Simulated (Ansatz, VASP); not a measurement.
# One calculation of Sr, two programs

File INCAR:

```
SYSTEM = Sr
ALGO     = Normal         ! electronic algorithm
EDIFF    = 1E-6           ! SCF threshold, eV
ENCUT    = 520            ! plane-wave cutoff, eV
GGA      = PS             ! functional
ISIF     = 2              ! what is computed and relaxed
ISMEAR   = 0              ! smearing method
LASPH    = .TRUE.         ! aspherical terms in the spheres
LCHARG   = .TRUE.         ! write CHGCAR
LELF     = .TRUE.         ! ELF
LREAL    = .FALSE.        ! projectors in reciprocal space
LVHAR    = .TRUE.       
LWAVE    = .FALSE.        ! write WAVECAR
NBANDS   = 11             ! bands
NELM     = 100            ! most SCF steps
PREC     = Accurate       ! precision mode
SIGMA    = 0.03           ! smearing width, eV
```

The input KPOINTS:

```
k-points
0
G
  10 10 10
  0 0 0
```

POSCAR

```
Sr
1.0
    0.0000000000      2.9662912500      3.1184087500
    2.9662912500      0.0000000000      3.1184087500
    2.9662912500      2.9662912500      0.0000000000
Sr
1
Direct
    0.0000000000      0.0000000000      0.0000000000
```

Input for Ansatz:

```yaml
crystal:
  lattice:
    - [0.0, 2.96629125, 3.11840875]
    - [2.96629125, 0.0, 3.11840875]
    - [2.96629125, 2.96629125, 0.0]
  atoms:
    - { symbol: Sr, position: [0.0, 0.0, 0.0] }
basis:
  ecutwfc: 420
kpoints:
  mp_grid: { grid: [10, 10, 10] }
hamiltonian:
  xc: pbesol
scf:
  occupations: { method: gaussian, width: 0.03 }
output:
  forces: true
  stress: true
  eigenvalues: true
```

Change from the starting cell: strain -0.025 along x and y, +0.025 along z, atoms carried along.

Alike in both runs: task single point; functional PBEsol; k mesh 10 × 10 × 10; occupations gaussian, width 0.03 eV; no spin polarisation.

|  | VASP | Ansatz |
| --- | --- | --- |
| version | VASP 6.6.1 | Ansatz 0.2.0 |
| potentials or method | VASP PAW PBE potentials, release 64 (Sr_sv), cutoff 520 eV | scalar-relativistic, plane waves, PAW |
| valence electrons in the cell | 10 | 10 |

```csv
,VASP,Ansatz,Ansatz less VASP
gap on the k mesh at the Fermi level (eV),none,none,-
pressure (GPa),-0.7,-0.7,-0.01
"traceless stress, the component that is largest in VASP (GPa)",-0.16,-0.16,0.000
```

VASP's potentials were made for PBE, not for PBEsol. A gap of «none» marks a metal or a gap that the smearing closes.
